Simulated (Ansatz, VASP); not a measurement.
## Ti: VASP beside Ansatz

```
CELL_PARAMETERS angstrom
3.24558 0.00000 0.00000
0.00000 3.24558 0.00000
0.00000 0.00000 3.14603
ATOMIC_POSITIONS crystal
Ti 0.00000 0.00000 0.00000
Ti 0.50000 0.50000 0.50000
```

Alike in both runs: task single point; functional PBEsol; k mesh 16 × 16 × 16; occupations tetrahedron; no spin polarisation.

|  | VASP | Ansatz |
| --- | --- | --- |
| version | VASP 6.6.1 | Ansatz 0.2.0 |
| potentials or method | VASP PAW PBE potentials, release 64 (Ti_sv), cutoff 520 eV | scalar-relativistic, plane waves, PAW |
| valence electrons in the cell | 24 | 24 |

VASP gave:

| Property | Result |
| --- | --- |
| gap on the k mesh at the Fermi level (eV) | none |
| pressure (GPa) | -0.6 |
| traceless stress, the component that is largest in VASP (GPa) | -0.33 |

Question: Estimate Ansatz's values.

Answer: gap on the k mesh at the Fermi level (eV): none; pressure (GPa): -0.3; traceless stress, the component that is largest in VASP (GPa): -0.35.

VASP's potentials were made for PBE, not for PBEsol. A gap of «none» marks a metal or a gap that the smearing closes. Ansatz's warnings: band table not solved further, tetrahedron derivatives may miss energy slope.
